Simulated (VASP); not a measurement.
ZnCd3O4, 8 atoms in the cell. The structure is tetragonal, space group I4/mmm (No. 139). Conventional cell: a = 4.691 Å, b = 4.691 Å, c = 9.289 Å, α = 90.00°, β = 90.00°, γ = 90.00°. Within 2.8 Å of Zn (site symmetry 4/mmm) lie 6 O at 2.08 to 2.35 Å. Cd (site symmetry 4/mmm) has 6 O at 2.35 to 2.56 Å within 3.1 Å. Cd (site symmetry -4m2) has 6 O at 2.32 to 2.36 Å within 3.1 Å. O (site symmetry 4mm) has 1 Zn at 2.08 Å and 5 Cd at 2.36 to 2.56 Å within 2.8 Å. Within 3.5 Å of O (site symmetry mmm) lie 4 Cd at 2.32 to 2.35 Å and 2 Zn at 2.35 Å and 12 O at 3.14 to 3.47 Å. 

- Program: VASP 6.6.1
- Task: single point
- Functional: PBE
- Potentials or basis: VASP PAW PBE potentials, release 64 (Zn, Cd, O)
- Cutoff: 520 eV
- k mesh: 6 × 6 × 6
- Occupations: gaussian, width 0.1 eV
- Spin: no spin polarisation
- Dipole correction: no
- Further INCAR settings: ALGO = Normal; EDIFF = 1e-06; NBANDS = 46

Potentials or basis: VASP PAW PBE potentials, release 64 (Zn, Cd, O).

Command:

```bash
$ cat potpaw_PBE.64/Zn/POTCAR potpaw_PBE.64/Cd/POTCAR potpaw_PBE.64/O/POTCAR > POTCAR
$ mpirun -np 1 vasp_std > vasp.out
```

Hardware: 1 thread of Intel Xeon 8259CL, with other jobs on the host.

How long does it take, and how much memory?

It took 9 min on 1 thread of Intel Xeon 8259CL (shared host), peak memory 0.32 GiB. Counts: scf iterations 14, k points 30.
